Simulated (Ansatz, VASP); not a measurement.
## One calculation of Zn, two programs

```
Zn
1.0
     3.92872    0.00000    0.00000
     0.00000    3.92872    0.00000
     0.00000    0.00000    3.92872
Zn
4
Direct
  0.99999 0.99999 0.99999
  0.50001 0.00001 0.49999
  0.49999 0.50001 0.00001
  0.00001 0.49999 0.50001
```

Alike in both runs: functional PBE; k mesh 12 × 12 × 12; occupations gaussian, width 0.1 eV; no spin polarisation.

Ansatz relaxed the structure, and its values are those at the end. VASP's run is a single point on that final structure, the one shown.

|  | VASP | Ansatz |
| --- | --- | --- |
| version | VASP 6.6.1 | Ansatz 0.2.0 |
| potentials or method | VASP PAW PBE potentials, release 64 (Zn), cutoff 520 eV | scalar-relativistic, plane waves, PAW |
| valence electrons in the cell | 48 | 48 |

Ansatz gave:

```
gap on the k mesh at the Fermi level (eV) : none
pressure (GPa)                            : 0.0
```

Q: Estimate VASP's values.

A: gap on the k mesh at the Fermi level (eV): none; pressure (GPa): 0.4.

A gap of «none» marks a metal or a gap that the smearing closes. With one functional, cell and mesh, what is left measures potentials, basis and numerics.
